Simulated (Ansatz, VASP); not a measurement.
**Two plane-wave programs on AgPt3**

```
Ag Pt
1.0
     3.88696    0.00000    0.00000
     0.00000    3.88696    0.00000
     0.00000    0.00000    3.88696
Ag Pt
1 3
Direct
  0.00000 0.00000 0.00000
  0.00000 0.50000 0.50000
  0.50000 0.00000 0.50000
  0.50000 0.50000 0.00000
```

Alike in both runs: task single point; functional LDA; k mesh 12 × 12 × 12; occupations fermi-dirac, width 0.15 eV; no spin polarisation.

|  | VASP | Ansatz |
| --- | --- | --- |
| version | VASP 6.6.1 | Ansatz 0.2.0 |
| potentials or method | VASP PAW LDA potentials, release 64 (Ag, Pt), cutoff 520 eV | scalar-relativistic, plane waves, PAW |
| valence electrons in the cell | 41 | 73 |

|  | VASP | Ansatz | Ansatz less VASP |
| --- | --- | --- | --- |
| gap on the k mesh at the Fermi level (eV) | none | none | - |
| pressure (GPa) | 6.2 | 5.5 | -0.68 |

LDA's correlation is that of Perdew and Zunger in VASP and of Perdew and Wang (1992) in Ansatz. A gap of «none» marks a metal or a gap that the smearing closes. VASP's potentials hold 41 valence electrons a cell and Ansatz's 73, so a difference there can come from the potentials and not from the codes.

Neither program's run includes spin-orbit coupling.
